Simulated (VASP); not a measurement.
**Hf: single point with revPBE+D3(BJ)**

Hf, a slab with vacuum:

```
Hf
1.0
     3.09622    0.00000    0.00000
    -1.54811    2.68140    0.00000
     0.00000    0.00000   21.89996
Hf
3
Direct
  0.66667 0.33333 0.31964
  0.33333 0.66667 0.43031
  0.66667 0.33333 0.54883
```

* Program: VASP 6.6.1
* Task: single point
* Functional: revPBE
* Dispersion: D3(BJ)
* Potentials or basis: VASP PAW PBE potentials, release 64 (Hf_pv)
* Cutoff: 400 eV
* k mesh: 12 × 12 × 1
* Occupations: methfessel-paxton, width 0.1 eV
* Spin: no spin polarisation
* Dipole correction: yes
* Further INCAR settings: ALGO = Normal; EDIFF = 1e-06; NBANDS = 22; NELMDL = -8

| Property | Result |
| --- | --- |
| Largest force | 0.491 eV/Å |
| Band gap on the k mesh | zero (band 15 reaches -0.26 eV, above the bottom of band 16 at -1.12 eV) |
| Dispersion energy per atom | -0.546 eV |

Forces on the atoms (eV/Å):
```
Hf   0.000  0.000 -0.201
Hf   0.000  0.000  0.491
Hf   0.000  0.000 -0.290
```

Levels at points of the mesh, in eV from the Fermi level:
| k point | band 13 | band 14 | band 15 | band 16 | band 17 | band 18 |
| --- | --- | --- | --- | --- | --- | --- |
| (0.00, 0.00, 0.00) | -0.12 | -0.01 | 0.52 | 1.20 | 1.40 | 1.40 |
| (0.50, 0.00, 0.00) | -1.59 | -1.12 | 0.00 | 0.98 | 1.55 | 1.75 |

Run time: 80 s on 1 thread of Intel(R) Xeon(R) Platinum 8375C CPU @ 2.90GHz (Ice Lake) (shared host), peak memory 0.24 GiB.

Caveat: the PAW data sets were made with another functional, which shifts forces and pressure a little; spin-orbit coupling is left out, which moves the levels of the heavy elements.
